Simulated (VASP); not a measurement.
Input of a VASP 6.6.1 run:

INCAR

```
PREC = Accurate ; ENCUT = 600
EDIFF = 1E-6 ; ISMEAR = -1
SIGMA = 0.1 ; LREAL = False
LASPH = True ; NELM = 120
ALGO = Normal ; ISIF = 2
LWAVE = False ; LCHARG = False
GGA = PE ; NBANDS = 16
GGA_COMPAT = False
```

The input KPOINTS:

```
Automatic mesh
0
Gamma
  8 8 8
```

Contents of POSCAR:

```
NbC
1.0
    3.1601310000      0.0000000000      0.0000000000
    1.5800655000      2.7367537253      0.0000000000
    1.5800655000      0.9122512418      2.5802361568
Nb C
1 1
Direct
    0.0000000000      0.0000000000      0.0000000000
    0.5000000000      0.5000000000      0.5000000000
```

Potentials or basis: VASP PAW PBE potentials, release 64 (Nb_sv, C).

The run is started by

```bash
$ cat potpaw_PBE.64/Nb_sv/POTCAR potpaw_PBE.64/C/POTCAR > POTCAR
$ mpirun -np 1 vasp_std > vasp.out
```

(1) What does it give for the pressure?

## Answers

(1) 2.8 GPa.
